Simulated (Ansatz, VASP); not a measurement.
## One calculation of V, two programs

```
V
1.0
     2.54312    0.00000    0.00000
    -1.27156    2.20241    0.00000
     0.00000    0.00000    4.62064
V
2
Direct
  0.33333 0.66667 0.25000
  0.66667 0.33333 0.75000
```

Alike in both runs: functional LDA; k mesh 15 × 15 × 8; occupations fermi-dirac, width 0.15 eV; no spin polarisation.

Ansatz relaxed the structure, and its values are those at the end. VASP's run is a single point on that final structure, the one shown.

|  | VASP | Ansatz |
| --- | --- | --- |
| version | VASP 6.6.1 | Ansatz 0.2.0 |
| potentials or method | VASP PAW LDA potentials, release 64 (V_sv), cutoff 500 eV | scalar-relativistic, plane waves, PAW |
| valence electrons in the cell | 26 | 26 |

Ansatz gave:

| Property | Result |
| --- | --- |
| gap on the k mesh at the Fermi level (eV) | none |
| pressure (GPa) | 0.0 |

**Question.** What did VASP give for the same quantities?

**Answer.** gap on the k mesh at the Fermi level (eV): none; pressure (GPa): 0.4.

LDA's correlation is that of Perdew and Zunger in VASP and of Perdew and Wang (1992) in Ansatz. A gap of «none» marks a metal or a gap that the smearing closes.
